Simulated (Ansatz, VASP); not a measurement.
# Two plane-wave programs on CdSe

```
Cd Se
1.0
     4.34074    0.00000    0.00000
    -2.17037    3.75919    0.00000
     0.00000    0.00000    7.07611
Cd Se
2 2
Direct
  0.33333 0.66667 0.00451
  0.66667 0.33333 0.50451
  0.33333 0.66667 0.38049
  0.66667 0.33333 0.88049
```

Alike in both runs: task single point; functional r2SCAN; k mesh 6 × 6 × 4; occupations gaussian, width 0.02 eV; no spin polarisation.

|  | VASP | Ansatz |
| --- | --- | --- |
| version | VASP 6.6.1 | Ansatz 0.2.0 |
| potentials or method | VASP PAW PBE potentials, release 64 (Cd, Se), cutoff 520 eV | scalar-relativistic, plane waves, PAW |
| valence electrons in the cell | 36 | 72 |

Ansatz gave:

- gap on the k mesh at the Fermi level (eV): 1.10
- least direct gap on the mesh (eV): 1.10

Which values does VASP return?

gap on the k mesh at the Fermi level (eV): 1.09; least direct gap on the mesh (eV): 1.09.

VASP's potentials were made for PBE, not for r2SCAN. VASP's potentials hold 36 valence electrons a cell and Ansatz's 72, so a difference there can come from the potentials and not from the codes.
